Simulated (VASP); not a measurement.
Here is a VASP 6.6.1 calculation.

Contents of INCAR:

```
SYSTEM = InSb
PREC = Accurate ; ENCUT = 520
EDIFF = 1E-7 ; ISMEAR = -1
SIGMA = 0.15 ; LREAL = .FALSE.
LASPH = .TRUE. ; NELM = 80
ALGO = Normal ; ISIF = 2
LWAVE = .FALSE. ; LCHARG = .FALSE.
GGA = PE ; NBANDS = 16
```

The input KPOINTS:

```
Automatic mesh
0
G
  9 9 9
  0 0 0
```

The input POSCAR:

```
InSb
1.0
    0.0000000000      3.3187520224      3.3187520224
    3.3187520224      0.0000000000      3.3187520224
    3.3187520224      3.3187520224      0.0000000000
In Sb
1 1
Direct
    0.0000000000      0.0000000000      0.0000000000
    0.2500000000      0.2500000000      0.2500000000
```

Potentials or basis: VASP PAW PBE potentials, release 64 (In_d, Sb).

Run with:

```bash
$ cat potpaw_PBE.64/In_d/POTCAR potpaw_PBE.64/Sb/POTCAR > POTCAR
$ mpirun -np 1 vasp_std > vasp.out
```

Task: Estimate the pressure.

Result: 0.0 GPa.

Task: What does it give for the band gap on the k mesh?

Result: Zero (filled and empty bands touch).

Caveat: semilocal functionals underestimate gaps, so a narrow gap can read as zero; spin-orbit coupling is left out, which moves the levels of the heavy elements.
